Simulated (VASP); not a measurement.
# CaF2 (Fluorite) (Fm-3m) in VASP: further runs, part 2 of 2

VASP 6.6.1. The steps go on from the part before.

## 5. Single point, LDA

This run uses another cell than the first one, of 14.30 Å³/atom, 1.082 times its volume.

INCAR

```
SYSTEM = CaF2
PREC = Accurate
ENCUT = 600
EDIFF = 1E-6
ISMEAR = 0
SIGMA = 0.01
LREAL = .FALSE.
LASPH = .TRUE.
NELM = 120
ALGO = Normal
ISIF = 2
LWAVE = .FALSE.
LCHARG = .TRUE.
GGA = CA
LELF = .TRUE.
LVHAR = .TRUE.
NBANDS = 19
GGA_COMPAT = .FALSE.
```

KPOINTS

```
regular mesh
0
G
  6 6 6
  0 0 0
```

POSCAR

```
CaF2
1.0
    0.0000000000      2.7787126793      2.7787126793
    2.7787126793      0.0000000000      2.7787126793
    2.7787126793      2.7787126793      0.0000000000
Ca F
1 2
Direct
    0.0000000000      0.0000000000      0.0000000000
    0.2500000000      0.2500000000      0.2500000000
    0.7500000000      0.7500000000      0.7500000000
```

Potentials or basis: VASP PAW LDA potentials, release 64 (Ca_sv, F).

The run is started by

```
cat potpaw_LDA.64/Ca_sv/POTCAR potpaw_LDA.64/F/POTCAR > POTCAR
mpirun -np 1 vasp_std > vasp.out
```

OUTCAR:

```text
SYSTEM = CaF2
   PREC = Accurate
   ENCUT = 600
   EDIFF = 1E-6
   ISMEAR = 0
   LREAL = .FALSE.
   LASPH = .TRUE.
   NELM = 120
   ISIF = 2
   GGA = CA

 ion  position               nearest neighbor table
   1  0.000  0.000  0.000-   3 2.41   3 2.41   3 2.41   2 2.41   3 2.41   2 2.41   2 2.41   2 2.41

   2  0.250  0.250  0.250-   1 2.41   1 2.41   1 2.41   1 2.41
   3  0.750  0.750  0.750-   1 2.41   1 2.41   1 2.41   1 2.41

  LATTYP: Found a face centered cubic cell.
 ALAT       =     5.5574253586

  Lattice vectors:

 A1 = (   0.0000000000,   2.7787126793,   2.7787126793)
 A2 = (   2.7787126793,   0.0000000000,   2.7787126793)
 A3 = (   2.7787126793,   2.7787126793,   0.0000000000)

Analysis of symmetry for initial positions (statically):
[... 33 lines left out ...]
                                     Primitive cell

  volume of cell :      42.9102

  direct lattice vectors                    reciprocal lattice vectors
     0.000000000  2.778712679  2.778712679    -0.179939439  0.179939439  0.179939439
     2.778712679  0.000000000  2.778712679     0.179939439 -0.179939439  0.179939439
     2.778712679  2.778712679  0.000000000     0.179939439  0.179939439 -0.179939439

  length of vectors
     3.929693157  3.929693157  3.929693157     0.311664250  0.311664250  0.311664250

  position of ions in fractional coordinates (direct lattice)
     0.000000000  0.000000000  0.000000000
     0.250000000  0.250000000  0.250000000
     0.750000000  0.750000000  0.750000000

  ion indices of the primitive-cell ions
   primitive index   ion index
                 1           1
                 2           2
                 3           3

----------------------------------------------------------------------------------------

 KPOINTS: regular mesh

Automatic generation of k-mesh.
 Grid dimensions read from file:
 generate k-points for:    6    6    6

 Generating k-lattice:

  Cartesian coordinates                     Fractional coordinates (reciprocal lattice)
    -0.029989906  0.029989906  0.029989906     0.166666667  0.000000000  0.000000000
     0.029989906 -0.029989906  0.029989906     0.000000000  0.166666667  0.000000000
     0.029989906  0.029989906 -0.029989906     0.000000000  0.000000000  0.166666667

  Length of vectors
     0.051944042  0.051944042  0.051944042

  Shift w.r.t. Gamma in fractional coordinates (k-lattice)
     0.000000000  0.000000000  0.000000000

 Subroutine IBZKPT returns following result:
 ===========================================

 Found     16 irreducible k-points:

 Following reciprocal coordinates:
            Coordinates               Weight
  0.000000  0.000000  0.000000      1.000000
  0.166667  0.000000  0.000000      8.000000
  0.333333  0.000000  0.000000      8.000000
  0.500000  0.000000  0.000000      4.000000
  0.166667  0.166667  0.000000      6.000000
  0.333333  0.166667  0.000000     24.000000
[... 8 lines left out ...]
 -0.333333  0.333333  0.166667     24.000000
 -0.333333  0.500000  0.166667     12.000000
   k-points           NKPTS =     16   k-points in BZ     NKDIM =     16   number of bands    NBANDS=     19
   number of dos      NEDOS =    301   number of ions     NIONS =      3
   total plane-waves  NPLWV =  32768
   dimension x,y,z NGX =    32 NGY =   32 NGZ =   32
   dimension x,y,z NGXF=    64 NGYF=   64 NGZF=   64
   ions per type =               1   2
   NGX,Y,Z   is equivalent  to a cutoff of  13.54, 13.54, 13.54 a.u.
   NGXF,Y,Z  is equivalent  to a cutoff of  27.08, 27.08, 27.08 a.u.
 SYSTEM =  CaF2
   PREC   = accura    normal or accurate (medium, high low for compatibility)
   ISTART =      0    job   : 0-new  1-cont  2-samecut
   ICHARG =      2    charge: 1-file 2-atom 10-const
   ISPIN  =      1    spin polarized calculation?
   LNONCOLLINEAR =      F non collinear calculations
   LSORBIT =      F    spin-orbit coupling
   LASPH  =      T    aspherical Exc in radial PAW
   ENCUT  =  600.0 eV  44.10 Ry    6.64 a.u.   7.85  7.85  7.85*2*pi/ulx,y,z
   NELM   =    120;   NELMIN=  2; NELMDL= -5     # of ELM steps
   EDIFF  = 0.1E-05   stopping-criterion for ELM
   LREAL  =      F    real-space projection
   EDIFFG = 0.1E-04   stopping-criterion for IOM
   NSW    =      0    number of steps for IOM
   IBRION =     -1    ionic relax: 0-MD 1-quasi-New 2-CG
   NFREE  =      0    steps in history (QN), initial steepest desc. (CG)
   ISIF   =      2    stress and relaxation
   ISYM   =      2    0-nonsym 1-usesym 2-fastsym
   POTIM  = 0.5000    time-step for ionic-motion
   TEBEG  =    0.0;   TEEND  =   0.0 temperature during run
   PSTRESS=    0.0 pullay stress
   NELECT =      24.0000    total number of electrons
   NUPDOWN=      -1.0000    fix difference up-down
   EMIN   =  10.00;   EMAX   =-10.00  energy-range for DOS
   EFERMI =   0.00;   METHOD = LEGACY
   ISMEAR =     0;   SIGMA  =   0.01  broadening in eV -4-tet -1-fermi 0-gaus
   EFERMI_NEDOS =   21; number of points for ismear=-14 and -15
   IALGO  =     38    algorithm
   IMIX   =      4    mixing-type and parameters
     AMIX     =   0.40;   BMIX     =  1.00
     AMIX_MAG =   1.60;   BMIX_MAG =  1.00
  volume/ion in A,a.u.               =      14.30        96.52
  Fermi-wavevector in a.u.,A,eV,Ry     =   1.348833  2.548925 24.753776  1.819351
  Thomas-Fermi vector in A             =   2.476470
   LORBIT       =      0    0 simple, 1 ext, 2 COOP (PROOUT), +10 PAW based schemes
   GGA     = CA    functional components
   LHFCALC =     F    Hartree Fock is set to
   AEXX    =    0.0000 exact exchange contribution
   IVDW    =     0    specifies the selected vdW correction
   LEPSILON=     F    determine dielectric tensor
   LRPA    =     F    only Hartree local field effects (RPA)
 non-spin polarized calculation
 Gauss-broadening in eV      SIGMA  =   0.01
  energy-cutoff  :      600.00
  volume of cell :       42.91
 maximum number of plane-waves:      1459
   NGX = 15   NGY = 15   NGZ = 15

 number of electron      24.0000017 magnetization

 Free energy of the ion-electron system (eV)
  ---------------------------------------------------
  ext. energy  EPLUGINS =         0.00000000
  ---------------------------------------------------
  free energy    TOTEN  =       -18.85998939 eV

  energy without entropy =      -18.85998939  energy(sigma->0) =      -18.85998939

 E-fermi :  -1.5270     XC(G=0): -10.1137

 val. band max:       -1.6329910766   @ k =   0.5000   0.5000   0.0000
 cond. band min:       4.9772952929   @ k =   0.0000   0.0000   0.0000
 fundamental gap:      6.6102863695
 Fermi energy:        -1.5269820028

 k-point     1 :       0.0000    0.0000    0.0000
  band No.  band energies     occupation
      1     -37.3113      2.00000
      2     -21.0365      2.00000
      3     -20.2981      2.00000
      4     -18.5515      2.00000
      5     -18.5515      2.00000
      6     -18.5515      2.00000
[... 11 lines left out ...]
     18       9.1593      0.00000
     19      14.4313      0.00000

 k-point     2 :       0.1667    0.0000    0.0000
  band No.  band energies     occupation
      1     -37.3044      2.00000
      2     -21.1048      2.00000
      3     -20.3668      2.00000
      4     -18.5606      2.00000
      5     -18.5606      2.00000
      6     -18.4281      2.00000
[... 11 lines left out ...]
     18       9.0991      0.00000
     19      13.2936      0.00000

 k-point     3 :       0.3333    0.0000    0.0000
  band No.  band energies     occupation
      1     -37.2905      2.00000
      2     -21.1797      2.00000
      3     -20.5671      2.00000
      4     -18.5788      2.00000
      5     -18.5788      2.00000
      6     -18.1737      2.00000
[... 11 lines left out ...]
     18       8.9776      0.00000
     19      11.7218      0.00000

 k-point     4 :       0.5000    0.0000    0.0000
  band No.  band energies     occupation
      1     -37.2835      2.00000
      2     -21.1824      2.00000
      3     -20.6997      2.00000
      4     -18.5878      2.00000
      5     -18.5878      2.00000
      6     -18.0457      2.00000
[... 231 lines left out ...]
     18       9.7173      0.00000
     19      12.7529      0.00000

 k-point    15 :      -0.3333    0.3333    0.1667
  band No.  band energies     occupation
      1     -37.2767      2.00000
      2     -21.0772      2.00000
      3     -20.9634      2.00000
      4     -18.6249      2.00000
      5     -18.2911      2.00000
      6     -18.1678      2.00000
[... 11 lines left out ...]
     18      10.9661      0.00000
     19      11.9792      0.00000

 k-point    16 :      -0.3333    0.5000    0.1667
  band No.  band energies     occupation
      1     -37.2744      2.00000
      2     -21.2195      2.00000
      3     -20.8323      2.00000
      4     -18.6437      2.00000
      5     -18.4007      2.00000
      6     -18.0349      2.00000
[... 11 lines left out ...]
     18      12.0856      0.00000
     19      12.2114      0.00000

------------------------ aborting loop because EDIFF is reached ----------------------------------------

  FORCE on cell =-STRESS in cart. coord.  units (eV):
  Direction    XX          YY          ZZ          XY          YZ          ZX
  --------------------------------------------------------------------------------------
  -------------------------------------------------------------------------------------
  Total       -2.5393048     -2.5393048     -2.5393048      0.0000000      0.0000000      0.0000000
  in kB      -94.8122577    -94.8122577    -94.8122577      0.0000000      0.0000000      0.0000000
  external PRESSURE =     -94.8122577 kB  Pullay stress =       0.0000000 kB

 VOLUME and BASIS-vectors are now :
 -----------------------------------------------------------------------------
  energy-cutoff  :      600.00
  volume of cell :       42.91
      direct lattice vectors                 reciprocal lattice vectors
     0.000000000  2.778712679  2.778712679    -0.179939439  0.179939439  0.179939439
     2.778712679  0.000000000  2.778712679     0.179939439 -0.179939439  0.179939439
     2.778712679  2.778712679  0.000000000     0.179939439  0.179939439 -0.179939439

 POSITION                                       TOTAL-FORCE (eV/Angst)
 -----------------------------------------------------------------------------------
      0.00000      0.00000      0.00000         0.000000      0.000000     -0.000000
      1.38936      1.38936      1.38936        -0.000000     -0.000000     -0.000000
      4.16807      4.16807      4.16807         0.000000      0.000000      0.000000
 -----------------------------------------------------------------------------------
    total drift:                                0.000000     -0.000000      0.000000

  FREE ENERGIE OF THE ION-ELECTRON SYSTEM (eV)
  ---------------------------------------------------
  free  energy   TOTEN  =       -18.8599893882 eV

  energy  without entropy=      -18.8599893882  energy(sigma->0) =      -18.85998939
```

OSZICAR:

```text
N       E                     dE             d eps       ncg     rms          rms(c)
DAV:   1     0.220118591533E+03    0.22012E+03   -0.14524E+04   608   0.142E+03
DAV:   2    -0.857644546494E+01   -0.22870E+03   -0.22110E+03   741   0.351E+02
DAV:   3    -0.197960315346E+02   -0.11220E+02   -0.11177E+02   687   0.827E+01
DAV:   4    -0.201496694656E+02   -0.35364E+00   -0.35271E+00   947   0.119E+01
DAV:   5    -0.201526324222E+02   -0.29630E-02   -0.29629E-02   692   0.116E+00    0.775E+00
DAV:   6    -0.189244129521E+02    0.12282E+01   -0.52328E+00   656   0.154E+01    0.313E+00
DAV:   7    -0.188797014767E+02    0.44711E-01   -0.13326E-01   688   0.359E+00    0.173E+00
DAV:   8    -0.188593404804E+02    0.20361E-01   -0.35024E-02   705   0.209E+00    0.205E-01
DAV:   9    -0.188597369821E+02   -0.39650E-03   -0.48059E-03   774   0.495E-01    0.105E-01
DAV:  10    -0.188599901661E+02   -0.25318E-03   -0.73435E-04   679   0.234E-01    0.182E-02
DAV:  11    -0.188599914545E+02   -0.12884E-05   -0.49841E-05   712   0.610E-02    0.118E-02
DAV:  12    -0.188599892570E+02    0.21975E-05   -0.94865E-06   804   0.310E-02    0.247E-03
DAV:  13    -0.188599893882E+02   -0.13118E-06   -0.11915E-06   486   0.101E-02
   1 F= -.18859989E+02 E0= -.18859989E+02  d E =-.122577E-52
```

stdout:

```text
POSCAR found type information on POSCAR CaF
 POSCAR found :  2 types and       3 ions
 scaLAPACK will be used
 LDA part: xc-table for (Slater(with rela. corr.)+CA(PZ))
 , standard interpolation
 POSCAR, INCAR and KPOINTS ok, starting setup
 FFT: planning ... GRIDC
 FFT: planning ... GRID_SOFT
 FFT: planning ... GRID
 WAVECAR not read
 entering main loop
```

Wall time 17 s (1 thread of Intel Xeon 8259CL, shared host); peak memory 0.16 GiB.

Results:

| Property | Result |
| --- | --- |
| Free energy | -18.8600 eV |
| Pressure | -9.5 GPa |
| Band gap on the k mesh | 6.61 eV, indirect (least direct gap 6.86 eV) |

A k mesh can miss the band edges.

## 6. Single point, LDA

This run uses another cell than the first one, of 14.67 Å³/atom, 1.110 times its volume.

INCAR

```
PREC     = Accurate       # precision mode
ENCUT    = 600            # plane-wave cutoff, eV
EDIFF    = 1E-6           # SCF threshold, eV
ISMEAR   = 0              # smearing method
SIGMA    = 0.01           # smearing width, eV
LREAL    = False          # projectors in reciprocal space
LASPH    = True           # aspherical terms in the spheres
NELM     = 120            # most SCF steps
ALGO     = Normal         # electronic algorithm
ISIF     = 2              # what is computed and relaxed
LWAVE    = False          # write WAVECAR
LCHARG   = False          # write CHGCAR
NBANDS   = 19             # bands
GGA_COMPAT= False
```

KPOINTS

```
regular mesh
0
Gamma
  6 6 6
```

POSCAR

```
CaF2
1.0
    0.0000000000      2.8019665862      2.8019665862
    2.8019665862      0.0000000000      2.8019665862
    2.8019665862      2.8019665862      0.0000000000
Ca F
1 2
Direct
    0.0000000000      0.0000000000      0.0000000000
    0.2500000000      0.2500000000      0.2500000000
    0.7500000000      0.7500000000      0.7500000000
```

Potentials or basis: VASP PAW LDA potentials, release 64 (Ca_sv, F).

The run is started by

```
cat potpaw_LDA.64/Ca_sv/POTCAR potpaw_LDA.64/F/POTCAR > POTCAR
mpirun -np 1 vasp_std > vasp.out
```

Wall time 17 s (1 thread of Intel Xeon 8259CL, shared host); peak memory 0.16 GiB.

Results (log left out):

```yaml
Free_energy: -18.7937 eV
Pressure: -10.8 GPa
Band_gap_on_the_k_mesh: 6.47 eV, indirect (least direct gap 6.72 eV)
```

Levels at points of the mesh, in eV from the valence-band top:
```csv
k point,band 8,band 9,band 10,band 11,band 12,band 13,band 14,band 15,band 16,band 17
"(0.00, 0.00, 0.00)",-1.94,-1.94,-0.25,-0.25,-0.25,6.47,8.74,8.74,10.60,10.60
"(0.50, 0.00, 0.00)",-1.39,-1.24,-1.18,-0.80,-0.80,8.92,8.92,9.16,9.93,10.38
"(0.50, 0.50, 0.00)",-1.57,-1.57,-0.33,-0.33,0.00,7.66,8.99,9.60,10.32,10.32
```

A k mesh can miss the band edges. Expect the measured gap to be larger: semilocal functionals such as LDA lack the derivative discontinuity.

## 7. Summary

| cell | gap on the mesh (eV) | pressure (GPa) |
| --- | --- | --- |
| a = 3.828 Å, angles 60.0°, 3 atoms | 7.06 | -4.1 |
| a = 3.862 Å, angles 60.0°, 3 atoms | 6.91 | -6.2 |
| a = 3.896 Å, angles 60.0°, 3 atoms | 6.75 | -8.0 |
| a = 3.930 Å, angles 60.0°, 3 atoms | 6.61 | -9.5 |
| a = 3.963 Å, angles 60.0°, 3 atoms | 6.47 | -10.8 |

Alike in all rows: task single point; level LDA; potentials or basis VASP PAW LDA potentials, release 64 (Ca_sv, F); no spin polarisation; k mesh 6 × 6 × 6; cutoff (eV) 600; smearing gaussian 0.01 eV.

Total energies depend on the potentials used, so only differences within one code and one set of settings carry meaning.
